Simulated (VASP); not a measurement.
A run of VASP 6.6.1 is set up as follows.

Contents of INCAR:

```
  PREC = Accurate
  ENCUT = 600
  EDIFF = 1E-7
  ISMEAR = 0
  SIGMA = 0.1
  LREAL = F
  LASPH = T
  NELM = 100
  ALGO = Normal
  ISIF = 3
  LWAVE = F
  LCHARG = F
  GGA = PE
  IBRION = 2
  NSW = 100
  EDIFFG = -0.01
```

The input KPOINTS:

```
regular mesh
0
Gamma
  10 10 4
```

Contents of POSCAR:

```
InAsS4
1.0
    3.7421249259      0.0000000000      0.0000000000
    0.0000000000      3.7421249259      0.0000000000
    0.0000000000      0.0000000000     10.1449940241
In As S
1 1 4
Direct
    0.0000000000      0.0000000000      0.0000000000
    0.5000000000      0.5000000000      0.5000000000
    0.0000000000      0.0000000000      0.6025277410
    0.5000000000      0.5000000000      0.1083098749
    0.5000000000      0.5000000000      0.8916901251
    0.0000000000      0.0000000000      0.3974722590
```

Potentials or basis: VASP PAW PBE potentials, release 64 (In_d, As, S).

Command:

```sh
$ cat potpaw_PBE.64/In_d/POTCAR potpaw_PBE.64/As/POTCAR potpaw_PBE.64/S/POTCAR > POTCAR
$ mpirun -np 1 vasp_std > vasp.out
```

Question: Estimate the band gap on the k mesh.

Answer: Zero (bands 21 and 22 overlap by 1.25 eV).

Question: Estimate the relaxed volume.

Answer: 24.02 Å³/atom.

The path:
| step | energy change (eV) | largest force (eV/Å) | pressure (GPa) | volume (Å³) |
| --- | --- | --- | --- | --- |
| 1 | 0.0000 | 0.2470 | -0.54 | 142.07 |
| 2 | 0.0013 | 0.3393 | 0.52 | 140.42 |
| 3 | -0.0028 | 0.0251 | -0.07 | 141.31 |
| 4 | -0.0032 | 0.0247 | 0.06 | 140.98 |
| 5 | -0.0032 | 0.0176 | 0.04 | 141.03 |
| 6 | -0.0033 | 0.0167 | 0.04 | 141.11 |
| 7 | -0.0035 | 0.0144 | 0.04 | 141.36 |
| 8 | -0.0039 | 0.0157 | 0.03 | 141.85 |
| 9 | -0.0044 | 0.0166 | 0.02 | 142.84 |
| 10 | -0.0044 | 0.0412 | 0.01 | 144.81 |
| 11 | -0.0045 | 0.0275 | 0.02 | 143.98 |
| 12 | -0.0042 | 0.0844 | -0.07 | 144.45 |
| 13 | -0.0046 | 0.0053 | -0.01 | 144.10 |

Caveat: spin-orbit coupling is left out, which moves the levels of the heavy elements.
